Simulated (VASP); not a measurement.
Write the native input for VASP 6.6.1 that does the following.

- Task: single point
- Functional: PBE
- Potentials or basis: VASP PAW PBE potentials, release 64 (Na_pv, F)
- Cutoff: 520 eV
- k mesh: 8 × 8 × 8
- Occupations: gaussian, width 0.1 eV
- Spin: no spin polarisation
- Dipole correction: no
- Further INCAR settings: ALGO = Normal; EDIFF = 1e-07; NBANDS = 14

The structure of NaF lies in POSCAR:

```
NaF
1.0
    0.0000000000      2.2858943317      2.2858943317
    2.2858943317      0.0000000000      2.2858943317
    2.2858943317      2.2858943317      0.0000000000
Na F
1 1
Direct
    0.0000000000      0.0000000000      0.0000000000
    0.5000000000      0.5000000000      0.5000000000
```

These files were run (other wordings do the same):

INCAR

```
SYSTEM = NaF
  PREC = Accurate
  ENCUT = 520
  EDIFF = 1E-7
  ISMEAR = 0
  SIGMA = 0.1
  LREAL = .False.
  LASPH = .True.
  NELM = 100
  ALGO = Normal
  ISIF = 2
  LWAVE = .False.
  LCHARG = .False.
  GGA = PE
  NBANDS = 14
```

KPOINTS

```
regular mesh
0
Gamma
  8 8 8
  0 0 0
```

Potentials or basis: VASP PAW PBE potentials, release 64 (Na_pv, F).

The run is started by

```console
$ cat potpaw_PBE.64/Na_pv/POTCAR potpaw_PBE.64/F/POTCAR > POTCAR
$ mpirun -np 1 vasp_std > vasp.out
```

Results of the run:

```
Pressure               : 4.5 GPa
Band gap on the k mesh : 6.52 eV, direct
```

It took 4.6 s on 1 thread of Intel(R) Xeon(R) Platinum 8488C (Sapphire Rapids) (shared host), peak memory 0.13 GiB.
